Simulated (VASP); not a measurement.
Cu, 1 atom in the cell. The structure is cubic, space group Fm-3m (No. 225). Conventional cell: a = 3.564 Å, b = 3.564 Å, c = 3.564 Å, α = 90.00°, β = 90.00°, γ = 90.00°. Within 3.3 Å of Cu (site symmetry m-3m) lie 12 Cu at 2.52 Å. 

```yaml
Program: VASP 6.6.1
Task: vibrations by perturbation theory
Functional: PBEsol
Potentials_or_basis: VASP PAW PBE potentials, release 64 (Cu)
Cutoff: 520 eV
k_mesh: 16 × 16 × 16
Occupations: fermi-dirac, width 0.15 eV
Spin: no spin polarisation
Dipole_correction: no
Further_INCAR_settings: ALGO = Fast; EDIFF = 1e-08; NBANDS = 12; IBRION = 8; NSW = 1
```

Potentials or basis: VASP PAW PBE potentials, release 64 (Cu).

Run with:

```bash
$ cat potpaw_PBE.64/Cu/POTCAR > POTCAR
$ mpirun -np 1 vasp_std > vasp.out
```

Hardware: 1 thread of AMD EPYC 7571 (shared host).

Q: How long does it take, and how much memory?

A: Run time: 3.6 min on 1 thread of AMD EPYC 7571 (shared host), peak memory 0.18 GiB. Counts: scf iterations 35, k points 145.
